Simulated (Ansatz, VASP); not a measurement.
**C: VASP beside Ansatz**

```
C
1.0
     2.49812    0.00000    0.00000
    -1.24906    2.16343    0.00000
     0.00000    0.00000    4.22300
C
4
Cartesian
  0.0000 1.4423 -0.0011
  1.2491 0.7211 2.1104
  0.0000 1.4423 1.5805
  1.2491 0.7211 3.6920
```

Change from the starting cell: strained cell.

Alike in both runs: functional PBEsol; k mesh 9 × 9 × 6; occupations gaussian, width 0.02 eV; no spin polarisation.

Ansatz relaxed the structure, and its values are those at the end. VASP's run is a single point on that final structure, the one shown.

|  | VASP | Ansatz |
| --- | --- | --- |
| version | VASP 6.6.1 | Ansatz 0.2.0 |
| potentials or method | VASP PAW PBE potentials, release 64 (C), cutoff 520 eV | scalar-relativistic, plane waves, PAW |
| valence electrons in the cell | 16 | 16 |

```csv
,VASP,Ansatz,Ansatz less VASP
gap on the k mesh at the Fermi level (eV),3.09,3.10,+0.017
least direct gap on the mesh (eV),4.85,4.85,+0.002
pressure (GPa),-5.2,-6.2,-1.06
rms of the force components (eV/Å),0.008,0.001,-0.0066
```

VASP's potentials were made for PBE, not for PBEsol, and Ansatz warns of the same on its side. With one functional, cell and mesh, what is left measures potentials, basis and numerics. Ansatz's warnings: stress scf threshold loose.
